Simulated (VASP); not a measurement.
# MoSe (F-43m) in VASP: further runs

The runs below take MoSe through single point, with PBE+U.

Everything below comes from runs of VASP 6.6.1. Logs are shortened: lines on timing, memory, paths and dates and some standing lists are left out, and cuts for length are marked.

**1. The cell of the first run**

It takes space group F-43m (No. 216, cubic). Conventional cell: a = 6.449 Å, b = 6.449 Å, c = 6.449 Å, α = 90.00°, β = 90.00°, γ = 90.00°. Within 3.7 Å of Mo (site symmetry -43m) lie 4 Se at 2.79 Å. Se (site symmetry -43m) has 4 Mo at 2.79 Å within 3.7 Å.

**2. Single point, PBE+U, collinear spin**

Contents of INCAR:

```
  ALGO = Normal
  EDIFF = 1E-6
  ENCUT = 520
  GGA = PE
  ISIF = 2
  ISMEAR = 0
  ISPIN = 2
  LASPH = T
  LCHARG = F
  LDAU = T
  LDAUJ = 0 0
  LDAUL = 2 -1
  LDAUPRINT = 1
  LDAUTYPE = 2
  LDAUU = 4.38 0
  LMAXMIX = 4
  LORBIT = 11
  LREAL = F
  LWAVE = F
  MAGMOM = 2 0
  NBANDS = 21
  NELM = 150
  PREC = Accurate
  SIGMA = 0.1
```

Contents of KPOINTS:

```
k-points
0
Gamma
  12 12 12
```

Contents of POSCAR:

```
MoSe
1.0
    0.0000000000      3.2242769268      3.2242769268
    3.2242769268      0.0000000000      3.2242769268
    3.2242769268      3.2242769268      0.0000000000
Mo Se
1 1
Direct
    0.0000000000      0.0000000000      0.0000000000
    0.2500000000      0.2500000000      0.2500000000
```

Potentials or basis: VASP PAW PBE potentials, release 64 (Mo_sv, Se).

The run is started by

```bash
> cat potpaw_PBE.64/Mo_sv/POTCAR potpaw_PBE.64/Se/POTCAR > POTCAR
> mpirun -np 1 vasp_std > vasp.out
```

OUTCAR:

```text
EDIFF = 1E-6
   ENCUT = 520
   GGA = PE
   ISIF = 2
   ISMEAR = 0
   ISPIN = 2
   LASPH = T
   LORBIT = 11
   LREAL = F
   NELM = 150
   PREC = Accurate

 ion  position               nearest neighbor table
   1  0.000  0.000  0.000-   2 2.79   2 2.79   2 2.79   2 2.79
   2  0.250  0.250  0.250-   1 2.79   1 2.79   1 2.79   1 2.79

  LATTYP: Found a face centered cubic cell.
 ALAT       =     6.4485538536

  Lattice vectors:

 A1 = (   0.0000000000,   3.2242769268,   3.2242769268)
 A2 = (   3.2242769268,   0.0000000000,   3.2242769268)
 A3 = (   3.2242769268,   3.2242769268,   0.0000000000)

Analysis of symmetry for initial positions (statically):
=====================================================================
 Subroutine PRICEL returns:
 Original cell was already a primitive cell.

 Routine SETGRP: Setting up the symmetry group for a
 face centered cubic supercell.

 Subroutine GETGRP returns: Found 24 space group operations
 (whereof 24 operations were pure point group operations)
 out of a pool of 48 trial point group operations.

The static configuration has the point symmetry T_d .

Analysis of symmetry for dynamics (positions and initial velocities):
=====================================================================
 Subroutine PRICEL returns:
 Original cell was already a primitive cell.

 Routine SETGRP: Setting up the symmetry group for a
 face centered cubic supercell.

 Subroutine GETGRP returns: Found 24 space group operations
 (whereof 24 operations were pure point group operations)
 out of a pool of 48 trial point group operations.

The dynamic configuration has the point symmetry T_d .

Analysis of structural, dynamic, and magnetic symmetry:
=====================================================================
 Subroutine PRICEL returns:
 Original cell was already a primitive cell.

 Routine SETGRP: Setting up the symmetry group for a
 face centered cubic supercell.

 Subroutine GETGRP returns: Found 24 space group operations
 (whereof 24 operations were pure point group operations)
 out of a pool of 48 trial point group operations.

The overall configuration has the point symmetry T_d .

 Subroutine INISYM returns: Found 24 space group operations
 (whereof 24 operations are pure point group operations),
 and found     1 'primitive' translations

----------------------------------------------------------------------------------------

                                     Primitive cell

  volume of cell :      67.0389

  direct lattice vectors                    reciprocal lattice vectors
     0.000000000  3.224276927  3.224276927    -0.155073529  0.155073529  0.155073529
     3.224276927  0.000000000  3.224276927     0.155073529 -0.155073529  0.155073529
     3.224276927  3.224276927  0.000000000     0.155073529  0.155073529 -0.155073529

  length of vectors
     4.559816159  4.559816159  4.559816159     0.268595230  0.268595230  0.268595230

  position of ions in fractional coordinates (direct lattice)
     0.000000000  0.000000000  0.000000000
     0.250000000  0.250000000  0.250000000

  ion indices of the primitive-cell ions
   primitive index   ion index
                 1           1
                 2           2

----------------------------------------------------------------------------------------

[... 66 lines left out ...]
   LASPH  =      T    aspherical Exc in radial PAW
   ENCUT  =  520.0 eV  38.22 Ry    6.18 a.u.   8.48  8.48  8.48*2*pi/ulx,y,z
   NELM   =    150;   NELMIN=  2; NELMDL= -5     # of ELM steps
   EDIFF  = 0.1E-05   stopping-criterion for ELM
   LREAL  =      F    real-space projection
   EDIFFG = 0.1E-04   stopping-criterion for IOM
   NSW    =      0    number of steps for IOM
   IBRION =     -1    ionic relax: 0-MD 1-quasi-New 2-CG
   NFREE  =      0    steps in history (QN), initial steepest desc. (CG)
   ISIF   =      2    stress and relaxation
   ISYM   =      2    0-nonsym 1-usesym 2-fastsym
   POTIM  = 0.5000    time-step for ionic-motion
   TEBEG  =    0.0;   TEEND  =   0.0 temperature during run
   PSTRESS=    0.0 pullay stress
   NELECT =      20.0000    total number of electrons
   NUPDOWN=      -1.0000    fix difference up-down
   EMIN   =  10.00;   EMAX   =-10.00  energy-range for DOS
   EFERMI =   0.00;   METHOD = LEGACY
   ISMEAR =     0;   SIGMA  =   0.10  broadening in eV -4-tet -1-fermi 0-gaus
   EFERMI_NEDOS =   21; number of points for ismear=-14 and -15
   IALGO  =     38    algorithm
   IMIX   =      4    mixing-type and parameters
     AMIX     =   0.40;   BMIX     =  1.00
     AMIX_MAG =   1.60;   BMIX_MAG =  1.00
  volume/ion in A,a.u.               =      33.52       226.20
  Fermi-wavevector in a.u.,A,eV,Ry     =   1.093895  2.067163 16.280831  1.196607
  Thomas-Fermi vector in A             =   2.230190
   LORBIT       =     11    0 simple, 1 ext, 2 COOP (PROOUT), +10 PAW based schemes
 LDA+U is selected, type is set to LDAUTYPE =  2
   angular momentum for each species LDAUL =     2   -1
   U (eV)           for each species LDAUU =   4.4  0.0
   J (eV)           for each species LDAUJ =   0.0  0.0
   GGA     = PE    functional components
   LHFCALC =     F    Hartree Fock is set to
   AEXX    =    0.0000 exact exchange contribution
   IVDW    =     0    specifies the selected vdW correction
   LEPSILON=     F    determine dielectric tensor
   LRPA    =     F    only Hartree local field effects (RPA)
 spin polarized calculation
 Gauss-broadening in eV      SIGMA  =   0.10
  energy-cutoff  :      520.00
  volume of cell :       67.04
 maximum number of plane-waves:      1828
 NGX is ok and might be reduce to    36
   NGX = 17   NGY = 17   NGZ = 17

atom =   1  type =  1  l = 2

 onsite density matrix

spin component  1

  0.7020 -0.0000  0.0000 -0.0000 -0.0000
 -0.0000  0.7020  0.0000  0.0000  0.0000
  0.0000  0.0000  0.8300 -0.0000 -0.0000
 -0.0000  0.0000 -0.0000  0.7020  0.0000
 -0.0000  0.0000 -0.0000  0.0000  0.8300

spin component  2

  0.0465  0.0000 -0.0000 -0.0000  0.0000
  0.0000  0.0465 -0.0000  0.0000 -0.0000
 -0.0000 -0.0000  0.0121 -0.0000 -0.0000
 -0.0000  0.0000 -0.0000  0.0465  0.0000
  0.0000 -0.0000 -0.0000  0.0000  0.0121

 occupancies and eigenvectors

  o =  0.0121  v =  0.0000  0.0000  0.0000  0.0000  0.0000 -0.0000  0.0000 -0.9999 -0.0000 -0.0164      0.0000  0.0000  0.0000  0.0000  0.0000  0.0000  0.0000  0.0000  0.0000  0.0000
  o =  0.0121  v =  0.0000  0.0000  0.0000  0.0000  0.0000 -0.0000  0.0000  0.0164  0.0000 -0.9999      0.0000  0.0000  0.0000  0.0000  0.0000  0.0000  0.0000  0.0000  0.0000  0.0000
  o =  0.0465  v =  0.0000  0.0000  0.0000  0.0000  0.0000 -0.5872 -0.2551  0.0000 -0.7682 -0.0000      0.0000  0.0000  0.0000  0.0000  0.0000  0.0000  0.0000  0.0000  0.0000  0.0000
  o =  0.0465  v =  0.0000  0.0000  0.0000  0.0000  0.0000  0.2131 -0.9643 -0.0000  0.1573  0.0000      0.0000  0.0000  0.0000  0.0000  0.0000  0.0000  0.0000  0.0000  0.0000  0.0000
  o =  0.0465  v =  0.0000  0.0000  0.0000  0.0000  0.0000  0.7809  0.0713  0.0000 -0.6206 -0.0000      0.0000  0.0000  0.0000  0.0000  0.0000  0.0000  0.0000  0.0000  0.0000  0.0000
  o =  0.7020  v =  0.0000  0.3466  0.0000 -0.9380 -0.0000  0.0000  0.0000  0.0000  0.0000  0.0000      0.0000  0.0000  0.0000  0.0000  0.0000  0.0000  0.0000  0.0000  0.0000  0.0000
  o =  0.7020  v =  1.0000  0.0000  0.0000  0.0000  0.0000  0.0000  0.0000  0.0000  0.0000  0.0000      0.0000  0.0000  0.0000  0.0000  0.0000  0.0000  0.0000  0.0000  0.0000  0.0000
  o =  0.7020  v =  0.0000 -0.9380  0.0000 -0.3466  0.0000  0.0000  0.0000  0.0000  0.0000  0.0000      0.0000  0.0000  0.0000  0.0000  0.0000  0.0000  0.0000  0.0000  0.0000  0.0000
  o =  0.8300  v =  0.0000 -0.0000 -0.9538 -0.0000  0.3005  0.0000  0.0000  0.0000  0.0000  0.0000      0.0000  0.0000  0.0000  0.0000  0.0000  0.0000  0.0000  0.0000  0.0000  0.0000
  o =  0.8300  v =  0.0000  0.0000  0.3005  0.0000  0.9538  0.0000  0.0000  0.0000  0.0000  0.0000      0.0000  0.0000  0.0000  0.0000  0.0000  0.0000  0.0000  0.0000  0.0000  0.0000

 number of electron      20.0000000 magnetization       3.9999753

 Free energy of the ion-electron system (eV)
  ---------------------------------------------------
  ext. energy  EPLUGINS =         0.00000000
  ---------------------------------------------------
  free energy    TOTEN  =        -9.78924117 eV

  energy without entropy =       -9.78274129  energy(sigma->0) =       -9.78599123

 E-fermi :   2.9280     XC(G=0):  -8.3202

 val. band max:        2.9142405145   @ k =   0.4167   0.3333   0.0833
 cond. band min:       2.9459873378   @ k =   0.2500   0.1667   0.0833
 fundamental gap:      0.0317468233
 Fermi energy:         2.9280430176

 spin component 1

 k-point     1 :       0.0000    0.0000    0.0000
  band No.  band energies     occupation
      1     -58.6149      1.00000
      2     -32.8399      1.00000
      3     -32.8399      1.00000
      4     -32.8399      1.00000
      5     -10.0009      1.00000
      6      -1.0473      1.00000
[... 1145 lines left out ...]
     20      14.4942      0.00000
     21      16.2612      0.00000

 [... further k-points ...]

------------------------ aborting loop because EDIFF is reached ----------------------------------------

  FORCE on cell =-STRESS in cart. coord.  units (eV):
  Direction    XX          YY          ZZ          XY          YZ          ZX
  --------------------------------------------------------------------------------------
  -------------------------------------------------------------------------------------
  Total       -1.8068044     -1.8068044     -1.8068044      0.0000000      0.0000000      0.0000000
  in kB      -43.1812014    -43.1812014    -43.1812014      0.0000000      0.0000000      0.0000000
  external PRESSURE =     -43.1812014 kB  Pullay stress =       0.0000000 kB

 VOLUME and BASIS-vectors are now :
 -----------------------------------------------------------------------------
  energy-cutoff  :      520.00
  volume of cell :       67.04
      direct lattice vectors                 reciprocal lattice vectors
     0.000000000  3.224276927  3.224276927    -0.155073529  0.155073529  0.155073529
     3.224276927  0.000000000  3.224276927     0.155073529 -0.155073529  0.155073529
     3.224276927  3.224276927  0.000000000     0.155073529  0.155073529 -0.155073529

 POSITION                                       TOTAL-FORCE (eV/Angst)
 -----------------------------------------------------------------------------------
      0.00000      0.00000      0.00000         0.000000      0.000000      0.000000
      1.61214      1.61214      1.61214        -0.000000      0.000000     -0.000000
 -----------------------------------------------------------------------------------
    total drift:                                0.000000      0.000000      0.000000

  FREE ENERGIE OF THE ION-ELECTRON SYSTEM (eV)
  ---------------------------------------------------
  free  energy   TOTEN  =        -9.7892411707 eV

  energy  without entropy=       -9.7827412920  energy(sigma->0) =       -9.78599123

 total charge

# of ion       s       p       d       tot
------------------------------------------
    1        2.198   6.038   3.895  12.130
    2        1.449   2.328   0.026   3.802
--------------------------------------------------
tot          3.646   8.366   3.920  15.932

 magnetization (x)

# of ion       s       p       d       tot
------------------------------------------
    1        0.065   0.034   3.574   3.673
    2        0.002  -0.264   0.023  -0.240
--------------------------------------------------
tot          0.066  -0.230   3.597   3.433
```

Wall time 83 s (1 thread of Intel Xeon 6975P-C (Granite Rapids), shared host); peak memory 0.34 GiB.

Results:

```
Free energy                                           : -9.7892 eV
Pressure                                              : -4.3 GPa
Band gap on the k mesh                                : zero (filled and empty bands overlap)
Net moment                                            : 4.00 μB per cell
Site moments                                          : Mo +3.67; Se -0.24 μB
Valence electrons inside the program's atomic spheres : Mo 12.13; Se 3.80
```

Levels at points of the mesh, in eV from the Fermi level:
Spin up:
```tsv
k point	band 8	band 9	band 10	band 11	band 12	band 13	band 14	band 15	band 16	band 17
(0.00, 0.00, 0.00)	-3.98	-2.37	-2.37	0.06	1.53	1.53	1.53	5.90	5.90	5.90
(0.50, 0.00, 0.00)	-3.78	-2.14	-2.14	-1.54	0.42	0.42	2.40	5.82	6.56	6.56
(0.50, 0.50, 0.00)	-3.19	-2.11	-1.91	-1.74	-0.77	-0.77	3.32	4.71	7.41	9.15
```
Spin down:
```csv
k point,band 4,band 5,band 6,band 7,band 8,band 9,band 10,band 11,band 12,band 13
"(0.00, 0.00, 0.00)",-33.15,-13.11,-2.65,-2.65,-2.65,1.19,3.14,3.14,5.07,5.07
"(0.50, 0.00, 0.00)",-33.15,-12.86,-3.83,-2.59,-2.59,2.76,3.27,3.27,3.71,4.01
"(0.50, 0.50, 0.00)",-33.15,-12.78,-3.86,-2.64,-2.64,1.55,2.61,3.66,3.66,3.89
```

Eigenvalues of the final occupation matrices:
```tsv
site	spin	trace	eigenvalues
site 1 d	1	3.77	0.70 0.70 0.70 0.83 0.83
site 1 d	2	0.16	0.01 0.01 0.05 0.05 0.05
```

Caveat: the cell stands under tension.

**3. Single point, PBE+U, collinear spin**

This run uses another cell than the first one, of 35.96 Å³/atom.

Contents of INCAR:

```
SYSTEM = MoSe
PREC     = Accurate       ! precision mode
ENCUT    = 520            ! plane-wave cutoff, eV
EDIFF    = 1E-7           ! SCF threshold, eV
ISMEAR   = 0              ! smearing method
SIGMA    = 0.1            ! smearing width, eV
LREAL    = .False.        ! projectors in reciprocal space
LASPH    = .True.         ! aspherical terms in the spheres
NELM     = 150            ! most SCF steps
ALGO     = Normal         ! electronic algorithm
ISIF     = 2              ! what is computed and relaxed
LWAVE    = .False.        ! write WAVECAR
LCHARG   = .True.         ! write CHGCAR
ISPIN    = 2              ! spin polarisation
MAGMOM   = 2 0            ! initial moments
LORBIT   = 11             ! projections on sites
LMAXMIX  = 4              ! l up to which the mixer works
LDAU     = .True.         ! DFT+U
LDAUTYPE = 2            
LDAUL    = 2 -1           ! shell
LDAUU    = 4.38 0         ! U, eV
LDAUJ    = 0 0          
LDAUPRINT= 1            
GGA      = PE             ! functional
LELF     = .True.         ! ELF
LVHAR    = .True.       
NBANDS   = 21             ! bands
```

Contents of KPOINTS:

```
Automatic mesh
0
Gamma
  12 12 12
  0 0 0
```

Contents of POSCAR:

```
MoSe
1.0
    0.0000000000      3.3006193607      3.3006193607
    3.3006193607      0.0000000000      3.3006193607
    3.3006193607      3.3006193607      0.0000000000
Mo Se
1 1
Direct
    0.0000000000      0.0000000000      0.0000000000
    0.2500000000      0.2500000000      0.2500000000
```

Potentials or basis: VASP PAW PBE potentials, release 64 (Mo_sv, Se).

The run is started by

```bash
> cat potpaw_PBE.64/Mo_sv/POTCAR potpaw_PBE.64/Se/POTCAR > POTCAR
> mpirun -np 1 vasp_std > vasp.out
```

Wall time 97 s (1 thread of Intel Xeon 6975P-C (Granite Rapids), shared host); peak memory 0.35 GiB.

The run converged. Its results:

```yaml
Free_energy: -9.6331 eV
Pressure: -5.9 GPa
Band_gap_on_the_k_mesh: zero (filled and empty bands overlap)
Net_moment: 4.00 μB per cell
Site_moments: Mo +3.71; Se -0.26 μB
Valence_electrons_inside_the_program's_atomic_spheres: Mo 12.10; Se 3.77
```

Levels at points of the mesh, in eV from the Fermi level:
Spin up:
```csv
k point,band 8,band 9,band 10,band 11,band 12,band 13,band 14,band 15,band 16,band 17
"(0.00, 0.00, 0.00)",-3.62,-2.22,-2.22,0.08,1.38,1.38,1.38,5.87,5.87,5.87
"(0.50, 0.00, 0.00)",-3.45,-2.01,-2.01,-1.43,0.41,0.41,2.36,5.68,6.47,6.47
"(0.50, 0.50, 0.00)",-2.91,-2.01,-1.72,-1.65,-0.67,-0.67,3.29,4.50,7.24,8.81
```
Spin down:
```csv
k point,band 5,band 6,band 7,band 8,band 9,band 10,band 11,band 12
"(0.00, 0.00, 0.00)",-12.81,-2.38,-2.38,-2.38,1.22,3.34,3.34,5.05
"(0.50, 0.00, 0.00)",-12.60,-3.49,-2.34,-2.34,2.93,3.45,3.45,3.69
"(0.50, 0.50, 0.00)",-12.54,-3.51,-2.41,-2.41,1.85,2.80,3.81,3.81
```

Eigenvalues of the final occupation matrices:
```csv
site,spin,trace,eigenvalues
site 1 d,1,3.78,0.70 0.70 0.70 0.83 0.83
site 1 d,2,0.14,0.01 0.01 0.04 0.04 0.04
```

Caveat: the cell stands under tension.

(Part 1 of 2 ends here.)
